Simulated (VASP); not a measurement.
A run of VASP 6.6.1:

File POSCAR:

```
CuI
1.0
    0.0000000000      3.0120427040      3.0120427040
    3.0120427040      0.0000000000      3.0120427040
    3.0120427040      3.0120427040      0.0000000000
Cu I
1 1
Direct
    0.2500000000      0.2500000000      0.2500000000
    0.0000000000      0.0000000000      0.0000000000
```

Contents of INCAR.step1:

```
SYSTEM = CuI
ALGO = Normal ; EDIFF = 1E-4
ENCUT = 520 ; GGA = PE
ISMEAR = 0 ; LASPH = .True.
LCHARG = .False. ; LREAL = .False.
LWAVE = .True. ; NBANDS = 16
NELM = 100 ; PREC = Accurate
SIGMA = 0.01
```

Contents of INCAR.step2:

```
SYSTEM = CuI
ALGO = Normal ; EDIFF = 1E-6
ENCUT = 520 ; ISIF = 2
ISMEAR = 0 ; ISTART = 1
LASPH = .True. ; LCHARG = .False.
LMIXTAU = .True. ; LREAL = .False.
LWAVE = .False. ; METAGGA = R2SCAN
NBANDS = 16 ; NELM = 100
PREC = Accurate ; SIGMA = 0.01
```

KPOINTS

```
k-points
0
Gamma
  8 8 8
  0 0 0
```

Potentials or basis: VASP PAW PBE potentials, release 64 (Cu, I).

Run with:

```bash
$ cat potpaw_PBE.64/Cu/POTCAR potpaw_PBE.64/I/POTCAR > POTCAR
$ cp INCAR.step1 INCAR
$ mpirun -np 1 vasp_std > vasp.out
$ cp INCAR.step2 INCAR
$ mpirun -np 1 vasp_std > vasp.out
```

Hardware: 1 thread of Intel(R) Xeon(R) 6975P-C (Granite Rapids), with other jobs on the host.

**Question.** Estimate the wall time of this run.

**Answer.** Run time: 29 s on 1 thread of Intel(R) Xeon(R) 6975P-C (Granite Rapids), on a shared host, peak memory 0.2 GiB. Counts: k points 29.
